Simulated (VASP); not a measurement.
# InSb (zincblende type) (F-43m) in VASP: settings compared, part 2 of 2

VASP 6.6.1. Earlier steps stand in the parts before.

### Step 3. Single point, PBE

This run uses another cell than the first one, of 36.54 Å³/atom, 1.064 times its volume.

The input, INCAR:

```
SYSTEM = InSb
ALGO = Normal ; EDIFF = 1E-6
ENCUT = 520 ; GGA = PE
ISIF = 2 ; ISMEAR = -1
LASPH = .TRUE. ; LCHARG = .FALSE.
LREAL = .FALSE. ; LWAVE = .FALSE.
NBANDS = 16 ; NELM = 60
PREC = Accurate ; SIGMA = 0.1
```

The input, KPOINTS:

```
k-points
0
G
  11 11 11
  0 0 0
```

The input, POSCAR:

```
InSb
1.0
    0.0000000000      3.3183302269      3.3183302269
    3.3183302269      0.0000000000      3.3183302269
    3.3183302269      3.3183302269      0.0000000000
In Sb
1 1
Direct
    0.0000000000      0.0000000000      0.0000000000
    0.2500000000      0.2500000000      0.2500000000
```

Potentials or basis: VASP PAW PBE potentials, release 64 (In_d, Sb).

Command:

```
$ cat potpaw_PBE.64/In_d/POTCAR potpaw_PBE.64/Sb/POTCAR > POTCAR
$ mpirun -np 1 vasp_std > vasp.out
```

OUTCAR:

```text
SYSTEM = InSb
   EDIFF = 1E-6
   ENCUT = 520
   GGA = PE
   ISIF = 2
   ISMEAR = -1
   LASPH = .TRUE.
   LREAL = .FALSE.
   NELM = 60
   PREC = Accurate

 ion  position               nearest neighbor table
   1  0.000  0.000  0.000-   2 2.87   2 2.87   2 2.87   2 2.87
   2  0.250  0.250  0.250-   1 2.87   1 2.87   1 2.87   1 2.87

  LATTYP: Found a face centered cubic cell.
 ALAT       =     6.6366604538

  Lattice vectors:

 A1 = (   0.0000000000,   3.3183302269,   3.3183302269)
 A2 = (   3.3183302269,   0.0000000000,   3.3183302269)
 A3 = (   3.3183302269,   3.3183302269,   0.0000000000)

Analysis of symmetry for initial positions (statically):
=====================================================================
 Subroutine PRICEL returns:
 Original cell was already a primitive cell.

 Routine SETGRP: Setting up the symmetry group for a
 face centered cubic supercell.

 Subroutine GETGRP returns: Found 24 space group operations
 (whereof 24 operations were pure point group operations)
 out of a pool of 48 trial point group operations.

The static configuration has the point symmetry T_d .

Analysis of symmetry for dynamics (positions and initial velocities):
[... 153 lines left out ...]
  ---------------------------------------------------
  free energy    TOTEN  =        -6.95354231 eV

  energy without entropy =       -6.95137668  energy(sigma->0) =       -6.95245950

 E-fermi :   4.5592     XC(G=0):  -8.3806

 val. band max:        4.3717884531   @ k =   0.0000   0.0000   0.0000
 cond. band min:       4.8016134953   @ k =   0.4545   0.0000   0.0000
 fundamental gap:      0.4298250422
 Fermi energy:         4.5592329020

 k-point     1 :       0.0000    0.0000    0.0000
  band No.  band energies     occupation
      1     -10.0944      2.00000
      2     -10.0944      2.00000
      3     -10.0944      2.00000
      4     -10.0278      2.00000
      5     -10.0278      2.00000
      6      -5.9105      2.00000
[... 433 lines left out ...]
      3     -10.0816      2.00000
      4     -10.0296      2.00000
      5     -10.0267      2.00000
      6      -5.2455      2.00000
[... 8 lines left out ...]
     15      12.2539      0.00000
     16      12.6310      0.00000

 [... further k-points ...]
[... 5 lines left out ...]
  --------------------------------------------------------------------------------------
  -------------------------------------------------------------------------------------
  Total       -0.0204995     -0.0204995     -0.0204995     -0.0000000     -0.0000000      0.0000000
  in kB       -0.4494337     -0.4494337     -0.4494337     -0.0000000     -0.0000000      0.0000000
  external PRESSURE =      -0.4494337 kB  Pullay stress =       0.0000000 kB

 VOLUME and BASIS-vectors are now :
 -----------------------------------------------------------------------------
  energy-cutoff  :      520.00
  volume of cell :       73.08
      direct lattice vectors                 reciprocal lattice vectors
     0.000000000  3.318330227  3.318330227    -0.150678192  0.150678192  0.150678192
     3.318330227  0.000000000  3.318330227     0.150678192 -0.150678192  0.150678192
     3.318330227  3.318330227  0.000000000     0.150678192  0.150678192 -0.150678192

 POSITION                                       TOTAL-FORCE (eV/Angst)
 -----------------------------------------------------------------------------------
      0.00000      0.00000      0.00000         0.000000      0.000000      0.000000
      1.65917      1.65917      1.65917        -0.000000     -0.000000     -0.000000
 -----------------------------------------------------------------------------------
    total drift:                               -0.000000     -0.000000     -0.000000

  FREE ENERGIE OF THE ION-ELECTRON SYSTEM (eV)
  ---------------------------------------------------
  free  energy   TOTEN  =        -6.9535423112 eV

  energy  without entropy=       -6.9513766829  energy(sigma->0) =       -6.95245950
```

Wall time 36 s (1 thread of Intel Xeon Platinum 8559C (Emerald Rapids), shared host); peak memory 0.24 GiB.

Results:

| Quantity | Value |
| --- | --- |
| Free energy | -6.9535 eV |
| Pressure | 0.0 GPa |
| Band gap on the k mesh | zero (filled and empty bands touch) |

Caveat: spin-orbit coupling is left out, which moves the levels of the heavy elements.

### Step 4. Single point, RPBE

This run uses another cell than the first one, of 26.31 Å³/atom, 0.766 times its volume.

The input, INCAR:

```
  ALGO = Normal
  EDIFF = 1E-6
  ENCUT = 520
  GGA = RP
  ISIF = 2
  ISMEAR = -1
  LASPH = True
  LCHARG = False
  LREAL = False
  LWAVE = False
  NBANDS = 16
  NELM = 60
  PREC = Accurate
  SIGMA = 0.1
```

The input, KPOINTS:

```
k-points
0
Gamma
  14 14 14
```

The input, POSCAR:

```
InSb
1.0
    0.0000000000      2.9741561659      2.9741561659
    2.9741561659      0.0000000000      2.9741561659
    2.9741561659      2.9741561659      0.0000000000
In Sb
1 1
Direct
    0.0000000000      0.0000000000      0.0000000000
    0.2500000000      0.2500000000      0.2500000000
```

Command:

```
$ cat potpaw_PBE.64/In_d/POTCAR potpaw_PBE.64/Sb/POTCAR > POTCAR
$ mpirun -np 1 vasp_std > vasp.out
```

Wall time 34 s (1 thread of Intel Xeon Platinum 8559C (Emerald Rapids), shared host); peak memory 0.23 GiB.

The run converged. Its results:

```
Free energy            : -4.8466 eV
Pressure               : 28.6 GPa
Band gap on the k mesh : 0.79 eV, indirect (least direct gap 1.45 eV)
```

Levels at points of the mesh, in eV from the valence-band top:
| k point | band 6 | band 7 | band 8 | band 9 | band 10 | band 11 | band 12 | band 13 |
| --- | --- | --- | --- | --- | --- | --- | --- | --- |
| (0.00, 0.00, 0.00) | -12.68 | 0.00 | 0.00 | 0.00 | 1.45 | 2.84 | 2.84 | 2.84 |
| (0.50, 0.00, 0.00) | -10.54 | -7.11 | -1.49 | -1.49 | 1.10 | 3.75 | 3.75 | 5.81 |
| (0.50, 0.50, 0.00) | -9.57 | -7.22 | -3.29 | -3.29 | 0.84 | 1.06 | 9.71 | 9.71 |

Caveat: the PAW data sets were made with another functional, which shifts forces and pressure a little; spin-orbit coupling is left out, which moves the levels of the heavy elements. A k mesh can miss the band edges.

### Step 5. The runs side by side

| level | cell | k mesh | gap on the mesh (eV) | pressure (GPa) |
| --- | --- | --- | --- | --- |
| PBE | a = 4.597 Å, angles 60.0°, 2 atoms | 11 × 11 × 11 | none | 2.6 |
| PBE | a = 4.693 Å, angles 60.0°, 2 atoms | 11 × 11 × 11 | none | 0.0 |
| RPBE | a = 4.206 Å, angles 60.0°, 2 atoms | 14 × 14 × 14 | 0.79 | 28.6 |

Alike in all rows: task single point; potentials or basis VASP PAW PBE potentials, release 64 (In_d, Sb); no spin polarisation; cutoff (eV) 520; smearing fermi-dirac 0.1 eV.

Caveats: spin-orbit coupling is left out, which moves the levels of the heavy elements; the PAW data sets were made with another functional, which shifts forces and pressure a little (some runs).

Total energies depend on the potentials used, so only differences within one code and one set of settings carry meaning.
